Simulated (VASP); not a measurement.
Set up this calculation in VASP 6.6.1, as the native input.

| Item | Value |
| --- | --- |
| Task | single point |
| Functional | PBEsol |
| Potentials or basis | VASP PAW PBE potentials, release 64 (Ta_sv_GW, K_sv, O) |
| Cutoff | 600 eV |
| k mesh | 6 × 6 × 6 |
| Occupations | fermi-dirac, width 0.05 eV |
| Spin | no spin polarisation |
| Dipole correction | no |
| Second run | valence_matched |
| Further INCAR settings | ALGO = Normal; EDIFF = 1e-06; NBANDS = 28 |

The structure of KTaO3 lies in POSCAR:

```
KTaO3
1.0
    4.0680660000      0.0000000000      0.0000000000
    0.0000000000      4.0680660000      0.0000000000
    0.0000000000      0.0000000000      3.9883000000
Ta K O
1 1 3
Direct
    0.0000000000      0.0000000000      0.0000000000
    0.5000000000      0.5000000000      0.5000000000
    0.0000000000      0.0000000000      0.5000000000
    0.0000000000      0.5000000000      0.0000000000
    0.5000000000      0.0000000000      0.0000000000
```

One way to write it, as run:

INCAR

```
PREC = Accurate
ENCUT = 600
EDIFF = 1E-6
ISMEAR = -1
SIGMA = 0.05
LREAL = F
LASPH = T
NELM = 120
ALGO = Normal
ISIF = 2
LWAVE = F
LCHARG = F
GGA = PS
NBANDS = 28
GGA_COMPAT = F
```

KPOINTS

```
Automatic mesh
0
Gamma
  6 6 6
```

Potentials or basis: VASP PAW PBE potentials, release 64 (Ta_sv_GW, K_sv, O).

Launch:

```console
$ cat potpaw_PBE.64/Ta_sv_GW/POTCAR potpaw_PBE.64/K_sv/POTCAR potpaw_PBE.64/O/POTCAR > POTCAR
$ mpirun -np 1 vasp_std > vasp.out
```

Results of the run:

The pressure is -7.5 GPa and the band gap on the k mesh is 2.00 eV, indirect (least direct gap 2.64 eV).

Caveat: the PAW data sets were made with another functional, which shifts forces and pressure a little; spin-orbit coupling is left out, which moves the levels of the heavy elements.

It took 120 s on 1 thread of Intel(R) Xeon(R) Platinum 8259CL CPU @ 2.50GHz (Skylake/Cascade Lake) (shared host), peak memory 0.24 GiB.
